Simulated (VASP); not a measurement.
Crystal: K2S.

```
S K
1.0
     0.00000    3.70276    3.70276
     3.70276    0.00000    3.70276
     3.70276    3.70276    0.00000
S K
1 2
Direct
  0.00000 0.00000 0.00000
  0.25000 0.25000 0.25000
  0.75000 0.75000 0.75000
```

Base run:

- Program: VASP 6.6.1
- Functional: PBE
- Potentials or basis: VASP PAW PBE potentials, release 64 (S, K_sv)
- Cutoff: 500 eV
- k mesh: 6 × 6 × 6
- Occupations: gaussian, width 0.01 eV
- Spin: no spin polarisation

Its results: band gap on the k mesh 2.38 eV, indirect (least direct gap 2.57 eV); pressure 0.5 GPa.

Question: The run is repeated on the same cell with these changes: functional from PBE to HSE06; cutoff from 500 eV to 400 eV; k mesh from 6 × 6 × 6 to 4 × 4 × 4. What comes out?

Answer: Band gap on the k mesh 3.31 eV, indirect (least direct gap 3.49 eV); pressure 0.2 GPa.

Several settings changed at once, so the effect can't be laid on one alone.

Caveats: the PAW data sets were made with another functional, which shifts forces and pressure a little (some runs).

A k mesh can miss the band edges.
